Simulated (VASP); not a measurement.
The system is TaTe.

```xyz
2
Lattice="3.4201 0.0000 0.0000 0.0000 3.4201 0.0000 0.0000 0.0000 3.4201" Properties=species:S:1:pos:R:3 pbc="T T T"
Ta    1.7100    1.7100    1.7100
Te    0.0000    0.0000    0.0000
```

| Quantity | Value |
| --- | --- |
| Program | VASP 6.6.1 |
| Task | relaxation of cell and atoms |
| Functional | PBE |
| Dispersion | D4 |
| Potentials or basis | VASP PAW PBE potentials, release 64 (Ta_pv, Te) |
| Cutoff | 600 eV |
| k mesh | 8 × 8 × 8 |
| Occupations | fermi-dirac, width 0.05 eV |
| Spin | no spin polarisation |

At the start: pressure -3.7 GPa; volume 20.00 Å³/atom.

**Question.** Where does the relaxation end?

**Answer.** Over 3 steps the energy falls by 6.0 meV/atom and the volume is 19.51 Å³/atom (-2.5 %); space group Pm-3m (No. 221, to 0.05 Å).

The path:
```tsv
step	energy change (eV)	largest force (eV/Å)	pressure (GPa)	volume (Å³)
1	0.0000	0.0000	-3.75	40.00
2	0.0244	0.0000	7.39	37.36
3	-0.0120	0.0000	-0.04	39.01
```

Final structure:
```yaml
crystal:
  lattice:
    - [3.39153, 0.00000, 0.00000]
    - [0.00000, 3.39153, 0.00000]
    - [0.00000, 0.00000, 3.39153]
  atoms:
    - { symbol: Ta, position: [0.50000, 0.50000, 0.50000] }
    - { symbol: Te, position: [0.00000, 0.00000, 0.00000] }
```

Caveat: pairwise dispersion overbinds metals, which lowers pressure and volume.
